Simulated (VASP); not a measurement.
# NaCl (Pm-3m) in VASP: notebook

NaCl is run at these levels: PBE; tasks: single point, relaxation of cell and atoms.

Program: VASP 6.6.1. These are calculated values, not measurements. Logs are shortened: lines on timing, memory, paths and dates and some standing lists are left out, and cuts for length are marked.

**1. The cell of the first run**

Symmetry: Pm-3m, No. 221, cubic system. Conventional cell: a = 3.618 Å, b = 3.618 Å, c = 3.618 Å, α = 90.00°, β = 90.00°, γ = 90.00°. Within 4.1 Å of Na (site symmetry m-3m) lie 8 Cl at 3.13 Å and 6 Na at 3.62 Å. Within 4.1 Å of Cl (site symmetry m-3m) lie 8 Na at 3.13 Å and 6 Cl at 3.62 Å.

**2. Single point, PBE (volume scaled by 1.10)**

The input, INCAR:

```
SYSTEM = NaCl
PREC     = Accurate       ! precision mode
ENCUT    = 520            ! plane-wave cutoff, eV
EDIFF    = 1E-6           ! SCF threshold, eV
ISMEAR   = 0              ! smearing method
SIGMA    = 0.02           ! smearing width, eV
LREAL    = .FALSE.        ! projectors in reciprocal space
LASPH    = .TRUE.         ! aspherical terms in the spheres
NELM     = 60             ! most SCF steps
ALGO     = Normal         ! electronic algorithm
ISIF     = 2              ! what is computed and relaxed
LWAVE    = .FALSE.        ! write WAVECAR
LCHARG   = .TRUE.         ! write CHGCAR
GGA      = PE             ! functional
LELF     = .TRUE.         ! ELF
LVHAR    = .TRUE.       
NBANDS   = 14             ! bands
```

The input, KPOINTS:

```
Automatic mesh
0
G
  6 6 6
  0 0 0
```

The input, POSCAR:

```
NaCl
1.0
    3.6181464370      0.0000000000      0.0000000000
    0.0000000000      3.6181464370      0.0000000000
    0.0000000000      0.0000000000      3.6181464370
Na Cl
1 1
Direct
    0.0000000000      0.0000000000      0.0000000000
    0.5000000000      0.5000000000      0.5000000000
```

Potentials or basis: VASP PAW PBE potentials, release 64 (Na_pv, Cl).

Command:

```bash
$ cat potpaw_PBE.64/Na_pv/POTCAR potpaw_PBE.64/Cl/POTCAR > POTCAR
$ mpirun -np 1 vasp_std > vasp.out
```

OUTCAR:

```text
SYSTEM = NaCl
   PREC = Accurate
   ENCUT = 520
   EDIFF = 1E-6
   ISMEAR = 0
   LREAL = .FALSE.
   LASPH = .TRUE.
   NELM = 60
   ISIF = 2
   GGA = PE

 ion  position               nearest neighbor table
   1  0.000  0.000  0.000-
   2  0.500  0.500  0.500-

  LATTYP: Found a simple cubic cell.
 ALAT       =     3.6181464370

  Lattice vectors:

 A1 = (   3.6181464370,   0.0000000000,   0.0000000000)
 A2 = (   0.0000000000,   3.6181464370,   0.0000000000)
 A3 = (   0.0000000000,   0.0000000000,   3.6181464370)

Analysis of symmetry for initial positions (statically):
=====================================================================
 Subroutine PRICEL returns:
 Original cell was already a primitive cell.

 Routine SETGRP: Setting up the symmetry group for a
 simple cubic supercell.

 Subroutine GETGRP returns: Found 48 space group operations
 (whereof 48 operations were pure point group operations)
 out of a pool of 48 trial point group operations.

The static configuration has the point symmetry O_h .

Analysis of symmetry for dynamics (positions and initial velocities):
=====================================================================
 Subroutine PRICEL returns:
 Original cell was already a primitive cell.

 Routine SETGRP: Setting up the symmetry group for a
 simple cubic supercell.

 Subroutine GETGRP returns: Found 48 space group operations
 (whereof 48 operations were pure point group operations)
 out of a pool of 48 trial point group operations.

The dynamic configuration has the point symmetry O_h .

 Subroutine INISYM returns: Found 48 space group operations
 (whereof 48 operations are pure point group operations),
 and found     1 'primitive' translations

----------------------------------------------------------------------------------------

                                     Primitive cell

  volume of cell :      47.3651

  direct lattice vectors                    reciprocal lattice vectors
     3.618146437  0.000000000  0.000000000     0.276384612  0.000000000  0.000000000
     0.000000000  3.618146437  0.000000000     0.000000000  0.276384612  0.000000000
     0.000000000  0.000000000  3.618146437     0.000000000  0.000000000  0.276384612

  length of vectors
     3.618146437  3.618146437  3.618146437     0.276384612  0.276384612  0.276384612

  position of ions in fractional coordinates (direct lattice)
     0.000000000  0.000000000  0.000000000
     0.500000000  0.500000000  0.500000000

  ion indices of the primitive-cell ions
   primitive index   ion index
                 1           1
                 2           2

----------------------------------------------------------------------------------------

 KPOINTS: Automatic mesh

Automatic generation of k-mesh.
 Grid dimensions read from file:
 generate k-points for:    6    6    6

 Generating k-lattice:

  Cartesian coordinates                     Fractional coordinates (reciprocal lattice)
     0.046064102  0.000000000  0.000000000     0.166666667  0.000000000  0.000000000
     0.000000000  0.046064102  0.000000000     0.000000000  0.166666667  0.000000000
     0.000000000  0.000000000  0.046064102     0.000000000  0.000000000  0.166666667

  Length of vectors
     0.046064102  0.046064102  0.046064102

  Shift w.r.t. Gamma in fractional coordinates (k-lattice)
     0.000000000  0.000000000  0.000000000

 Subroutine IBZKPT returns following result:
 ===========================================

 Found     20 irreducible k-points:

 Following reciprocal coordinates:
            Coordinates               Weight
  0.000000  0.000000  0.000000      1.000000
  0.166667  0.000000  0.000000      6.000000
  0.333333  0.000000  0.000000      6.000000
  0.500000  0.000000  0.000000      3.000000
  0.166667  0.166667  0.000000     12.000000
  0.333333  0.166667  0.000000     24.000000
[... 12 lines left out ...]
  0.500000  0.500000  0.333333      6.000000
  0.500000  0.500000  0.500000      1.000000
   k-points           NKPTS =     20   k-points in BZ     NKDIM =     20   number of bands    NBANDS=     14
   number of dos      NEDOS =    301   number of ions     NIONS =      2
   total plane-waves  NPLWV =  21952
   dimension x,y,z NGX =    28 NGY =   28 NGZ =   28
   dimension x,y,z NGXF=    56 NGYF=   56 NGZF=   56
   ions per type =               1   1
   NGX,Y,Z   is equivalent  to a cutoff of  12.87, 12.87, 12.87 a.u.
   NGXF,Y,Z  is equivalent  to a cutoff of  25.73, 25.73, 25.73 a.u.
 SYSTEM =  NaCl
   PREC   = accura    normal or accurate (medium, high low for compatibility)
   ISTART =      0    job   : 0-new  1-cont  2-samecut
   ICHARG =      2    charge: 1-file 2-atom 10-const
   ISPIN  =      1    spin polarized calculation?
   LNONCOLLINEAR =      F non collinear calculations
   LSORBIT =      F    spin-orbit coupling
   LASPH  =      T    aspherical Exc in radial PAW
   ENCUT  =  520.0 eV  38.22 Ry    6.18 a.u.   6.73  6.73  6.73*2*pi/ulx,y,z
   NELM   =     60;   NELMIN=  2; NELMDL= -5     # of ELM steps
   EDIFF  = 0.1E-05   stopping-criterion for ELM
   LREAL  =      F    real-space projection
   EDIFFG = 0.1E-04   stopping-criterion for IOM
   NSW    =      0    number of steps for IOM
   IBRION =     -1    ionic relax: 0-MD 1-quasi-New 2-CG
   NFREE  =      0    steps in history (QN), initial steepest desc. (CG)
   ISIF   =      2    stress and relaxation
   ISYM   =      2    0-nonsym 1-usesym 2-fastsym
   POTIM  = 0.5000    time-step for ionic-motion
   TEBEG  =    0.0;   TEEND  =   0.0 temperature during run
   PSTRESS=    0.0 pullay stress
   NELECT =      14.0000    total number of electrons
   NUPDOWN=      -1.0000    fix difference up-down
   EMIN   =  10.00;   EMAX   =-10.00  energy-range for DOS
   EFERMI =   0.00;   METHOD = LEGACY
   ISMEAR =     0;   SIGMA  =   0.02  broadening in eV -4-tet -1-fermi 0-gaus
   EFERMI_NEDOS =   21; number of points for ismear=-14 and -15
   IALGO  =     38    algorithm
   IMIX   =      4    mixing-type and parameters
     AMIX     =   0.40;   BMIX     =  1.00
     AMIX_MAG =   1.60;   BMIX_MAG =  1.00
  volume/ion in A,a.u.               =      23.68       159.82
  Fermi-wavevector in a.u.,A,eV,Ry     =   1.090514  2.060773 16.180340  1.189221
  Thomas-Fermi vector in A             =   2.226740
   LORBIT       =      0    0 simple, 1 ext, 2 COOP (PROOUT), +10 PAW based schemes
   GGA     = PE    functional components
   LHFCALC =     F    Hartree Fock is set to
   AEXX    =    0.0000 exact exchange contribution
   IVDW    =     0    specifies the selected vdW correction
   LEPSILON=     F    determine dielectric tensor
   LRPA    =     F    only Hartree local field effects (RPA)
 non-spin polarized calculation
 Gauss-broadening in eV      SIGMA  =   0.02
  energy-cutoff  :      520.00
  volume of cell :       47.37
 maximum number of plane-waves:      1328
 NGX is ok and might be reduce to    28
   NGX = 13   NGY = 13   NGZ = 13

 number of electron      14.0000023 magnetization

 Free energy of the ion-electron system (eV)
  ---------------------------------------------------
  ext. energy  EPLUGINS =         0.00000000
  ---------------------------------------------------
  free energy    TOTEN  =        -6.44065276 eV

  energy without entropy =       -6.44065276  energy(sigma->0) =       -6.44065276

 E-fermi :  -0.0775     XC(G=0):  -8.0181

 val. band max:       -0.2062349452   @ k =   0.5000   0.5000   0.0000
 cond. band min:       3.4714979537   @ k =   0.0000   0.0000   0.0000
 fundamental gap:      3.6777328989
 Fermi energy:        -0.0774791208

 k-point     1 :       0.0000    0.0000    0.0000
  band No.  band energies     occupation
      1     -22.4065      2.00000
      2     -22.4065      2.00000
      3     -22.4065      2.00000
      4     -13.2752      2.00000
      5      -0.6231      2.00000
      6      -0.6231      2.00000
      7      -0.6231      2.00000
      8       3.4715      0.00000
      9       8.4459      0.00000
     10       8.4459      0.00000
     11      14.5827      0.00000
     12      14.5827      0.00000
     13      14.5827      0.00000
     14      15.3533      0.00000

 k-point     2 :       0.1667    0.0000    0.0000
  band No.  band energies     occupation
      1     -22.4134      2.00000
      2     -22.4059      2.00000
      3     -22.4059      2.00000
      4     -13.2104      2.00000
      5      -1.3050      2.00000
      6      -0.5741      2.00000
      7      -0.5741      2.00000
      8       4.1523      0.00000
      9       8.7329      0.00000
     10       8.7971      0.00000
     11      13.1958      0.00000
     12      13.1958      0.00000
     13      14.1169      0.00000
     14      15.5508      0.00000

 k-point     3 :       0.3333    0.0000    0.0000
  band No.  band energies     occupation
      1     -22.4270      2.00000
      2     -22.4047      2.00000
      3     -22.4047      2.00000
      4     -13.0747      2.00000
      5      -2.3213      2.00000
      6      -0.4726      2.00000
      7      -0.4726      2.00000
      8       5.4180      0.00000
      9       8.5819      0.00000
     10       9.5441      0.00000
     11      11.8699      0.00000
     12      11.8699      0.00000
     13      13.8355      0.00000
     14      15.0615      0.00000

 k-point     4 :       0.5000    0.0000    0.0000
  band No.  band energies     occupation
      1     -22.4338      2.00000
      2     -22.4041      2.00000
      3     -22.4041      2.00000
      4     -13.0036      2.00000
      5      -2.7421      2.00000
      6      -0.4198      2.00000
      7      -0.4198      2.00000
      8       6.4150      0.00000
      9       7.7142      0.00000
     10      10.3141      0.00000
     11      11.3777      0.00000
     12      11.3777      0.00000
     13      12.4688      0.00000
     14      16.3429      0.00000

 k-point     5 :       0.1667    0.1667    0.0000
  band No.  band energies     occupation
      1     -22.4131      2.00000
      2     -22.4120      2.00000
      3     -22.4053      2.00000
      4     -13.1488      2.00000
      5      -1.3443      2.00000
      6      -1.0818      2.00000
      7      -0.5245      2.00000
      8       4.7554      0.00000
      9       8.8695      0.00000
     10       9.1570      0.00000
     11      11.8645      0.00000
[... 208 lines left out ...]
 k-point    18 :       0.5000    0.3333    0.3333
  band No.  band energies     occupation
      1     -22.4270      2.00000
      2     -22.4204      2.00000
      3     -22.4199      2.00000
      4     -12.6933      2.00000
      5      -1.9942      2.00000
      6      -1.5700      2.00000
      7      -1.4827      2.00000
      8       6.5118      0.00000
      9       7.4362      0.00000
     10       7.8806      0.00000
     11      12.4828      0.00000
     12      12.6464      0.00000
     13      13.2878      0.00000
     14      14.2315      0.00000

 k-point    19 :       0.5000    0.5000    0.3333
  band No.  band energies     occupation
      1     -22.4260      2.00000
      2     -22.4260      2.00000
      3     -22.4194      2.00000
      4     -12.6389      2.00000
      5      -1.8751      2.00000
      6      -1.8751      2.00000
      7      -1.4336      2.00000
      8       6.3399      0.00000
      9       7.4458      0.00000
     10       7.4458      0.00000
     11      11.7688      0.00000
     12      12.9645      0.00000
     13      14.4295      0.00000
     14      14.4295      0.00000

 k-point    20 :       0.5000    0.5000    0.5000
  band No.  band energies     occupation
      1     -22.4252      2.00000
      2     -22.4252      2.00000
      3     -22.4252      2.00000
      4     -12.5848      2.00000
      5      -1.7749      2.00000
      6      -1.7749      2.00000
      7      -1.7749      2.00000
      8       6.8909      0.00000
      9       6.8909      0.00000
     10       6.8909      0.00000
     11      10.6733      0.00000
     12      14.7653      0.00000
     13      14.7653      0.00000
     14      14.7653      0.00000

------------------------ aborting loop because EDIFF is reached ----------------------------------------

  FORCE on cell =-STRESS in cart. coord.  units (eV):
  Direction    XX          YY          ZZ          XY          YZ          ZX
  --------------------------------------------------------------------------------------
  -------------------------------------------------------------------------------------
  Total       -0.5855773     -0.5855773     -0.5855773     -0.0000000      0.0000000     -0.0000000
  in kB      -19.8078078    -19.8078078    -19.8078078     -0.0000000      0.0000000     -0.0000000
  external PRESSURE =     -19.8078078 kB  Pullay stress =       0.0000000 kB

 VOLUME and BASIS-vectors are now :
 -----------------------------------------------------------------------------
  energy-cutoff  :      520.00
  volume of cell :       47.37
      direct lattice vectors                 reciprocal lattice vectors
     3.618146437  0.000000000  0.000000000     0.276384612  0.000000000  0.000000000
     0.000000000  3.618146437  0.000000000     0.000000000  0.276384612  0.000000000
     0.000000000  0.000000000  3.618146437     0.000000000  0.000000000  0.276384612

 POSITION                                       TOTAL-FORCE (eV/Angst)
 -----------------------------------------------------------------------------------
      0.00000      0.00000      0.00000         0.000000      0.000000      0.000000
      1.80907      1.80907      1.80907         0.000000      0.000000      0.000000
 -----------------------------------------------------------------------------------
    total drift:                                0.000000      0.000000      0.000000

  FREE ENERGIE OF THE ION-ELECTRON SYSTEM (eV)
  ---------------------------------------------------
  free  energy   TOTEN  =        -6.4406527559 eV

  energy  without entropy=       -6.4406527559  energy(sigma->0) =       -6.44065276
```

It took 7.3 s on 1 thread of AMD EPYC 9R45 (Zen 5), shared host; peak memory 0.12 GiB.

What came out:

- Free energy: -6.4407 eV
- Pressure: -2.0 GPa
- Band gap on the k mesh: 3.68 eV, indirect (least direct gap 4.09 eV)

Levels at points of the mesh, in eV from the valence-band top:
```tsv
k point	band 5	band 6	band 7	band 8	band 9	band 10
(0.00, 0.00, 0.00)	-0.42	-0.42	-0.42	3.68	8.65	8.65
(0.50, 0.00, 0.00)	-2.54	-0.21	-0.21	6.62	7.92	10.52
(0.50, 0.50, 0.00)	-1.94	-1.94	0.00	5.52	9.66	10.39
(0.50, 0.50, 0.50)	-1.57	-1.57	-1.57	7.10	7.10	7.10
```

Caveat: the cell differs from its parent crystal (volume scaled by 1.10).

**3. Relaxation of cell and atoms, PBE**

This run uses another cell than the first one, of 21.48 Å³/atom, 0.907 times its volume.

The input, INCAR:

```
SYSTEM = NaCl
ALGO = Normal
EDIFF = 1E-7
EDIFFG = -0.005
ENCUT = 600
GGA = PE
IBRION = 2
ISIF = 3
ISMEAR = 0
LASPH = .True.
LCHARG = .False.
LREAL = .False.
LWAVE = .False.
NELM = 80
NSW = 100
PREC = Accurate
SIGMA = 0.02
```

The input, KPOINTS:

```
k-points
0
Gamma
  6 6 6
  0 0 0
```

The input, POSCAR:

```
NaCl
1.0
    3.5021900000      0.0000000000      0.0000000000
    0.0000000000      3.5021900000      0.0000000000
    0.0000000000      0.0000000000      3.5021900000
Na Cl
1 1
Direct
    0.0000000000      0.0000000000      0.0000000000
    0.5000000000      0.5000000000      0.5000000000
```

Potentials or basis: VASP PAW PBE potentials, release 64 (Na_pv, Cl).

Command:

```bash
$ cat potpaw_PBE.64/Na_pv/POTCAR potpaw_PBE.64/Cl/POTCAR > POTCAR
$ mpirun -np 1 vasp_std > vasp.out
```

It took 11 s on 1 thread of AMD EPYC 9R45 (Zen 5), shared host; peak memory 0.12 GiB.

Results (log left out):

| Property | Result |
| --- | --- |
| Free energy | -6.4687 eV |
| Relaxed volume | 21.56 Å³/atom |
| Relaxed cell | a = 3.507 Å, b = 3.507 Å, c = 3.507 Å, α = 90.00°, β = 90.00°, γ = 90.00° |
| Space group after relaxing (to 0.05 Å) | Pm-3m (No. 221) |
| Energy gained by relaxing | 0.0 meV/atom |
| Ionic steps | 3 |
| Pressure after relaxing | 0.0 GPa |
| Band gap on the k mesh | 3.97 eV, indirect (least direct gap 4.45 eV) |

Final structure:
```
Na Cl
1.0
     3.50656    0.00000    0.00000
     0.00000    3.50656    0.00000
     0.00000    0.00000    3.50656
Na Cl
1 1
Cartesian
  0.0000 0.0000 0.0000
  1.7533 1.7533 1.7533
```

Levels at points of the mesh, in eV from the valence-band top:
```tsv
k point	band 4	band 5	band 6	band 7	band 8	band 9	band 10	band 11
(0.00, 0.00, 0.00)	-13.36	-0.49	-0.49	-0.49	3.97	8.58	8.58	15.65
(0.50, 0.00, 0.00)	-13.01	-2.92	-0.25	-0.25	6.91	8.54	10.51	11.83
(0.50, 0.50, 0.00)	-12.75	-2.25	-2.25	0.00	5.54	9.87	11.00	11.00
(0.50, 0.50, 0.50)	-12.48	-1.83	-1.83	-1.83	7.12	7.12	7.12	11.62
```

A k mesh can miss the band edges. PBE gaps usually lie below the measured ones, often by a third to a half.
